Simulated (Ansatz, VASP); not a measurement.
# V: VASP beside Ansatz

```
CELL_PARAMETERS angstrom
-1.53605 1.53605 1.53605
1.53605 -1.53605 1.53605
1.53605 1.53605 -1.53605
ATOMIC_POSITIONS crystal
V 0.00000 0.00000 0.00000
```

Alike in both runs: task relaxation of cell and atoms; functional r2SCAN; k mesh 10 × 10 × 10; occupations gaussian, width 0.1 eV; collinear spin.

```csv
,VASP,Ansatz
version,VASP 6.6.1,Ansatz 0.2.0
potentials or method,"VASP PAW PBE potentials, release 64 (V_sv), cutoff 600 eV","scalar-relativistic, plane waves, PAW"
valence electrons in the cell,13,13
```

```csv
,VASP,Ansatz,Ansatz less VASP
"gap on the k mesh at the Fermi level, each at its own relaxed structure (eV)",none,none,-
net moment per atom (μB),0.00,0.00,0.000
relaxed volume (Å³/atom),13.39,13.33,-0.067
relaxed length of the cell vector where the two differ most in proportion (Å),2.591,2.587,-0.0043
```

VASP's potentials were made for PBE, not for r2SCAN. A gap of «none» marks a metal or a gap that the smearing closes. Ansatz's warnings: seeded moment not kept.
